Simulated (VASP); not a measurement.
# Te2Mo (P1) in VASP: single point with PBE+D3(BJ)

Aim: the single point of Te2Mo with PBE+D3(BJ).

Program: VASP 6.6.1. These are calculated values, not measurements. Logs are shortened: lines on timing, memory, paths and dates and some standing lists are left out, and cuts for length are marked.

**1. The cell of the first run**

The typed cell holds 6 atoms: a = 3.495 Å, b = 3.495 Å, c = 16.291 Å, α = 87.95°, β = 85.90°, γ = 60.00°.

**2. Single point, PBE+D3(BJ)**

INCAR

```
SYSTEM = Te2Mo
ALGO     = Normal         ! electronic algorithm
EDIFF    = 1E-6           ! SCF threshold, eV
ENCUT    = 520            ! plane-wave cutoff, eV
GGA      = PE             ! functional
ISIF     = 2              ! what is computed and relaxed
ISMEAR   = 0              ! smearing method
IVDW     = 12             ! dispersion correction
LASPH    = .TRUE.         ! aspherical terms in the spheres
LCHARG   = .TRUE.         ! write CHGCAR
LELF     = .TRUE.         ! ELF
LREAL    = .FALSE.        ! projectors in reciprocal space
LVHAR    = .TRUE.       
LWAVE    = .FALSE.        ! write WAVECAR
NBANDS   = 35             ! bands
NELM     = 100            ! most SCF steps
PREC     = Accurate       ! precision mode
SIGMA    = 0.05           ! smearing width, eV
```

KPOINTS

```
k-points
0
G
  9 9 2
  0 0 0
```

POSCAR

```
Te2Mo
1.0
   -3.4951585384      0.0000000000      0.0000000000
   -1.7475792692     -3.0268960845      0.0000000000
   -1.1650528461      0.0000000000     16.2491234651
Te Mo
4 2
Direct
    0.2329003704      0.3333333333      0.3012988887
    0.0764906673      0.3333333333      0.7705279981
    0.3146759482      0.3333333333      0.0559721553
    0.1582662451      0.3333333333      0.5252012647
   -0.1377500256      0.0000000000      0.4132500767
   -0.2941597287      0.0000000000      0.8824791861
```

Potentials or basis: VASP PAW PBE potentials, release 64 (Te, Mo_sv).

Run with:

```bash
cat potpaw_PBE.64/Te/POTCAR potpaw_PBE.64/Mo_sv/POTCAR > POTCAR
mpirun -np 1 vasp_std > vasp.out
```

OUTCAR:

```text
SYSTEM = Te2Mo
   EDIFF = 1E-6
   ENCUT = 520
   GGA = PE
   ISIF = 2
   ISMEAR = 0
   IVDW = 12
   LASPH = .TRUE.
   LREAL = .FALSE.
   NELM = 100
   PREC = Accurate
 IVDW          = 12

 ion  position               nearest neighbor table
   1  0.233  0.333  0.301-   5 2.72   5 2.72   5 2.72   4 3.64
   2  0.076  0.333  0.771-   6 2.72   6 2.72   6 2.72
   3  0.315  0.333  0.056-   6 3.05
   4  0.158  0.333  0.525-   5 2.72   5 2.72   5 2.72   1 3.64
   5  0.862  0.000  0.413-   1 2.72   4 2.72   1 2.72   4 2.72   1 2.72   4 2.72
   6  0.706  0.000  0.882-   2 2.72   2 2.72   2 2.72   3 3.05

  LATTYP: Found a base centered monoclinic cell.
 ALAT       =     3.4951585384
 B/A-ratio  =     1.7320508076
 C/A-ratio  =     4.6609721865
 COS(beta)  =    -0.0715158383

  Lattice vectors:

 A1 = (   1.7475792692,  -3.0268960845,   0.0000000000)
 A2 = (   1.7475792692,   3.0268960845,   0.0000000000)
 A3 = (  -1.1650528461,   0.0000000000,  16.2491234651)

Analysis of symmetry for initial positions (statically):
=====================================================================
 Subroutine PRICEL returns:
 Original cell was already a primitive cell.

 Routine SETGRP: Setting up the symmetry group for a
 base centered monoclinic supercell.

 Subroutine GETGRP returns: Found  1 space group operations
 (whereof  1 operations were pure point group operations)
 out of a pool of  4 trial point group operations.

The static configuration has the point symmetry C_1 .

Analysis of symmetry for dynamics (positions and initial velocities):
=====================================================================
 Subroutine PRICEL returns:
 Original cell was already a primitive cell.

 Routine SETGRP: Setting up the symmetry group for a
 base centered monoclinic supercell.

 Subroutine GETGRP returns: Found  1 space group operations
 (whereof  1 operations were pure point group operations)
 out of a pool of  4 trial point group operations.

The dynamic configuration has the point symmetry C_1 .

 Subroutine INISYM returns: Found  1 space group operations
 (whereof  1 operations are pure point group operations),
 and found     1 'primitive' translations

----------------------------------------------------------------------------------------

                                     Primitive cell

  volume of cell :     171.9073

  direct lattice vectors                    reciprocal lattice vectors
    -3.495158538  0.000000000  0.000000000    -0.286110055  0.165185717 -0.020513927
    -1.747579269 -3.026896085  0.000000000     0.000000000 -0.330371434  0.000000000
    -1.165052846  0.000000000 16.249123465     0.000000000  0.000000000  0.061541781

  length of vectors
     3.495158538  3.495158538 16.290836735     0.331007712  0.330371434  0.061541781

  position of ions in fractional coordinates (direct lattice)
     0.232900370  0.333333333  0.301298889
     0.076490667  0.333333333  0.770527998
     0.314675948  0.333333333  0.055972155
     0.158266245  0.333333333  0.525201265
     0.862249974  0.000000000  0.413250077
     0.705840271  0.000000000  0.882479186

  ion indices of the primitive-cell ions
   primitive index   ion index
                 1           1
                 2           2
                 3           3
                 4           4
                 5           5
                 6           6

----------------------------------------------------------------------------------------

 KPOINTS: k-points

Automatic generation of k-mesh.
 Grid dimensions read from file:
 generate k-points for:    9    9    2

 Generating k-lattice:

  Cartesian coordinates                     Fractional coordinates (reciprocal lattice)
    -0.031790006  0.018353969 -0.002279325     0.111111111 -0.000000000  0.000000000
     0.000000000 -0.036707937  0.000000000     0.000000000  0.111111111  0.000000000
     0.000000000  0.000000000  0.030770891     0.000000000  0.000000000  0.500000000

  Length of vectors
     0.036778635  0.036707937  0.030770891

  Shift w.r.t. Gamma in fractional coordinates (k-lattice)
     0.000000000  0.000000000  0.000000000

 Subroutine IBZKPT returns following result:
 ===========================================

 Found     82 irreducible k-points:

 Following reciprocal coordinates:
            Coordinates               Weight
  0.000000  0.000000  0.000000      1.000000
  0.111111 -0.000000 -0.000000      2.000000
 -0.111111 -0.111111  0.000000      2.000000
  0.222222 -0.000000 -0.000000      2.000000
 -0.222222 -0.222222  0.000000      2.000000
  0.333333 -0.000000  0.000000      2.000000
[... 16 lines left out ...]
  0.111111  0.222222 -0.000000      2.000000
  0.000000  0.222222  0.000000      2.000000
 [... further k-points ...]
   k-points           NKPTS =     82   k-points in BZ     NKDIM =     82   number of bands    NBANDS=     35
   number of dos      NEDOS =    301   number of ions     NIONS =      6
   total plane-waves  NPLWV =  98784
   dimension x,y,z NGX =    28 NGY =   28 NGZ =  126
   dimension x,y,z NGXF=    56 NGYF=   56 NGZF=  252
   ions per type =               4   2
   NGX,Y,Z   is equivalent  to a cutoff of  13.32, 13.32, 12.86 a.u.
   NGXF,Y,Z  is equivalent  to a cutoff of  26.64, 26.64, 25.72 a.u.
 SYSTEM =  Te2Mo
   PREC   = accura    normal or accurate (medium, high low for compatibility)
   ISTART =      0    job   : 0-new  1-cont  2-samecut
   ICHARG =      2    charge: 1-file 2-atom 10-const
   ISPIN  =      1    spin polarized calculation?
   LNONCOLLINEAR =      F non collinear calculations
   LSORBIT =      F    spin-orbit coupling
   LASPH  =      T    aspherical Exc in radial PAW
   ENCUT  =  520.0 eV  38.22 Ry    6.18 a.u.   6.50  6.50 30.29*2*pi/ulx,y,z
   NELM   =    100;   NELMIN=  2; NELMDL= -5     # of ELM steps
   EDIFF  = 0.1E-05   stopping-criterion for ELM
   LREAL  =      F    real-space projection
   EDIFFG = 0.1E-04   stopping-criterion for IOM
   NSW    =      0    number of steps for IOM
   IBRION =     -1    ionic relax: 0-MD 1-quasi-New 2-CG
   NFREE  =      0    steps in history (QN), initial steepest desc. (CG)
   ISIF   =      2    stress and relaxation
   ISYM   =      2    0-nonsym 1-usesym 2-fastsym
   POTIM  = 0.5000    time-step for ionic-motion
   TEBEG  =    0.0;   TEEND  =   0.0 temperature during run
   PSTRESS=    0.0 pullay stress
   NELECT =      52.0000    total number of electrons
   NUPDOWN=      -1.0000    fix difference up-down
   EMIN   =  10.00;   EMAX   =-10.00  energy-range for DOS
   EFERMI =   0.00;   METHOD = LEGACY
   ISMEAR =     0;   SIGMA  =   0.05  broadening in eV -4-tet -1-fermi 0-gaus
   EFERMI_NEDOS =   21; number of points for ismear=-14 and -15
   IALGO  =     38    algorithm
   IMIX   =      4    mixing-type and parameters
     AMIX     =   0.40;   BMIX     =  1.00
     AMIX_MAG =   1.60;   BMIX_MAG =  1.00
  volume/ion in A,a.u.               =      28.65       193.35
  Fermi-wavevector in a.u.,A,eV,Ry     =   1.098950  2.076714 16.431628  1.207691
  Thomas-Fermi vector in A             =   2.235336
   LORBIT       =      0    0 simple, 1 ext, 2 COOP (PROOUT), +10 PAW based schemes
   GGA     = PE    functional components
   LHFCALC =     F    Hartree Fock is set to
   AEXX    =    0.0000 exact exchange contribution
   IVDW    =    12    specifies the selected vdW correction
   LEPSILON=     F    determine dielectric tensor
   LRPA    =     F    only Hartree local field effects (RPA)
 non-spin polarized calculation
 Gauss-broadening in eV      SIGMA  =   0.05
  energy-cutoff  :      520.00
  volume of cell :      171.91
 maximum number of plane-waves:      4688
 NGX is ok and might be reduce to    28
   NGX = 13   NGY = 13   NGZ = 61

 number of electron      52.0000000 magnetization

 Free energy of the ion-electron system (eV)
  ---------------------------------------------------
  ext. energy  EPLUGINS =         0.00000000
  ---------------------------------------------------
  free energy    TOTEN  =       -33.96556280 eV

  energy without entropy =      -33.96098388  energy(sigma->0) =      -33.96327334

 E-fermi :   6.6911     XC(G=0):  -9.6971

 val. band max:        6.6900008687   @ k =   0.3333   0.4444   0.0000
 cond. band min:       6.6911189168   @ k =   0.3333   0.4444   0.5000
 fundamental gap:      0.0011180482
 Fermi energy:         6.6911121082

 k-point     1 :       0.0000    0.0000    0.0000
  band No.  band energies     occupation
      1     -54.2935      2.00000
      2     -54.2451      2.00000
      3     -28.4299      2.00000
      4     -28.3696      2.00000
      5     -28.3503      2.00000
      6     -28.2756      2.00000
[... 27 lines left out ...]
     34       9.9919      0.00000
     35      10.0032      0.00000

 k-point     2 :       0.1111   -0.0000   -0.0000
  band No.  band energies     occupation
      1     -54.2924      2.00000
      2     -54.2438      2.00000
      3     -28.4263      2.00000
      4     -28.3706      2.00000
      5     -28.3586      2.00000
      6     -28.2919      2.00000
[... 27 lines left out ...]
     34       9.8714      0.00000
     35      10.0331      0.00000

 k-point     3 :      -0.1111   -0.1111    0.0000
  band No.  band energies     occupation
      1     -54.2924      2.00000
      2     -54.2438      2.00000
      3     -28.4263      2.00000
      4     -28.3679      2.00000
      5     -28.3532      2.00000
      6     -28.2917      2.00000
[... 27 lines left out ...]
     34       9.8380      0.00000
     35      10.0636      0.00000

 k-point     4 :       0.2222   -0.0000   -0.0000
  band No.  band energies     occupation
      1     -54.2895      2.00000
      2     -54.2407      2.00000
      3     -28.4173      2.00000
      4     -28.3965      2.00000
      5     -28.3578      2.00000
      6     -28.3331      2.00000
[... 27 lines left out ...]
     34       9.9747      0.00000
     35      10.4565      0.00000

 k-point     5 :      -0.2222   -0.2222    0.0000
  band No.  band energies     occupation
      1     -54.2896      2.00000
      2     -54.2407      2.00000
      3     -28.4173      2.00000
      4     -28.3674      2.00000
      5     -28.3573      2.00000
      6     -28.3329      2.00000
[... 638 lines left out ...]
 k-point    22 :      -0.1111    0.1111    0.0000
  band No.  band energies     occupation
      1     -54.2904      2.00000
      2     -54.2417      2.00000
      3     -28.4200      2.00000
      4     -28.3917      2.00000
      5     -28.3596      2.00000
      6     -28.3193      2.00000
[... 27 lines left out ...]
     34       9.9111      0.00000
     35      10.3566      0.00000

 k-point    23 :       0.1111    0.2222   -0.0000
  band No.  band energies     occupation
      1     -54.2904      2.00000
      2     -54.2417      2.00000
      3     -28.4200      2.00000
      4     -28.3736      2.00000
      5     -28.3597      2.00000
      6     -28.3191      2.00000
[... 27 lines left out ...]
     34       9.9111      0.00000
     35      10.4407      0.00000

 k-point    24 :       0.0000    0.2222    0.0000
  band No.  band energies     occupation
      1     -54.2895      2.00000
      2     -54.2407      2.00000
      3     -28.4173      2.00000
      4     -28.3965      2.00000
      5     -28.3584      2.00000
      6     -28.3331      2.00000
[... 27 lines left out ...]
     34       9.9716      0.00000
     35      10.4624      0.00000

 [... further k-points ...]

------------------------ aborting loop because EDIFF is reached ----------------------------------------

 Edisp (eV)   -2.99711

 E8    (eV) :    -1.3846

  FORCE on cell =-STRESS in cart. coord.  units (eV):
  Direction    XX          YY          ZZ          XY          YZ          ZX
  --------------------------------------------------------------------------------------
  -------------------------------------------------------------------------------------
  Total      -5.02534    -5.32090    -6.11240     0.48348    -0.15087    -0.16236
  in kB     -46.83622   -49.59087   -56.96765     4.50601    -1.40607    -1.51319
  external pressure =      -51.13 kB  Pullay stress =        0.00 kB

 VOLUME and BASIS-vectors are now :
 -----------------------------------------------------------------------------
  energy-cutoff  :      520.00
  volume of cell :      171.91
      direct lattice vectors                 reciprocal lattice vectors
    -3.495158538  0.000000000  0.000000000    -0.286110055  0.165185717 -0.020513927
    -1.747579269 -3.026896085  0.000000000     0.000000000 -0.330371434  0.000000000
    -1.165052846  0.000000000 16.249123465     0.000000000  0.000000000  0.061541781

 POSITION                                       TOTAL-FORCE (eV/Angst)
 -----------------------------------------------------------------------------------
     -1.74758     -1.00897      4.89584         0.001676      0.005040     -0.076338
     -1.74758     -1.00897     12.52040        -0.012581      0.096790      0.675897
     -1.74758     -1.00897      0.90950        -0.058763     -0.002070     -1.511657
     -1.74758     -1.00897      8.53406        -0.000073     -0.000799      0.017176
     -3.49516      0.00000      6.71495        -0.003330     -0.001064     -0.010748
     -3.49516      0.00000     14.33951         0.073072     -0.097897      0.905670
 -----------------------------------------------------------------------------------
    total drift:                                0.000155     -0.000254     -0.000143

  FREE ENERGIE OF THE ION-ELECTRON SYSTEM (eV)
  ---------------------------------------------------
  free  energy   TOTEN  =       -36.9626700552 eV

  energy  without entropy=      -36.9580911303  energy(sigma->0) =      -36.96038059
```

Run time: 6.6 min. Hardware: 1 thread of AMD EPYC 9R45 (Zen 5), shared host; peak memory 0.54 GiB.

Results:

| Quantity | Value |
| --- | --- |
| Free energy | -36.9627 eV |
| Pressure | -5.1 GPa |
| Largest force | 1.513 eV/Å |
| Band gap on the k mesh | zero (band 26 reaches 7.16 eV, above the bottom of band 27 at 6.39 eV) |
| Dispersion energy per atom | -0.500 eV |

Forces in eV/Å, atoms in the order of the input:
```
Te   0.002  0.005 -0.076
Te  -0.013  0.097  0.676
Te  -0.059 -0.002 -1.512
Te   0.000 -0.001  0.017
Mo  -0.003 -0.001 -0.011
Mo   0.073 -0.098  0.906
```

Caveat: spin-orbit coupling is left out, which moves the levels of the heavy elements; pairwise dispersion overbinds metals, which lowers pressure and volume; forces of over 1 eV/Å act on the atoms, so gaps and moduli don't describe the material at rest.
